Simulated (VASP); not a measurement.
O3W: single point with revPBE

The system is O3W, in a box.

```
O W
1.0
    11.00000    0.00000    0.00000
     0.00000   12.00000    0.00000
     0.00000    0.00000   12.00000
O W
3 1
Direct
  0.44961 0.52559 0.61247
  0.56863 0.40822 0.44673
  0.43373 0.59528 0.39320
  0.43790 0.47985 0.48412
```

This cell differs from its parent crystal: last atom moved by 0.08 Å along z.

| Quantity | Value |
| --- | --- |
| Program | VASP 6.6.1 |
| Task | single point |
| Functional | revPBE |
| Potentials or basis | VASP PAW PBE potentials, release 64 (O, W_sv) |
| Cutoff | 720 eV |
| k mesh | 1 × 1 × 1 |
| Occupations | gaussian, width 0.03 eV |
| Spin | no spin polarisation |

- Largest force: 7.371 eV/Å
- Gap between the frontier levels: 1.64 eV

Forces on the atoms (eV/Å):
```
O    0.939  2.317  6.154
O    0.900 -0.458  0.249
O   -0.071 -0.120  0.539
W   -1.768 -1.738 -6.942
```

Levels at points of the mesh, in eV from the valence-band top:
| k point | band 13 | band 14 | band 15 | band 16 | band 17 | band 18 | band 19 | band 20 |
| --- | --- | --- | --- | --- | --- | --- | --- | --- |
| (0.00, 0.00, 0.00) | -1.39 | -0.53 | -0.43 | 0.00 | 1.64 | 4.18 | 4.60 | 5.98 |

Run time: 3.4 min on 1 thread of Intel(R) Xeon(R) 6975P-C (Granite Rapids) (shared host), peak memory 1.6 GiB.

Caveat: the cell differs from its parent crystal (last atom moved by 0.08 Å along z); the PAW data sets were made with another functional, which shifts forces and pressure a little; spin-orbit coupling is left out, which moves the levels of the heavy elements.
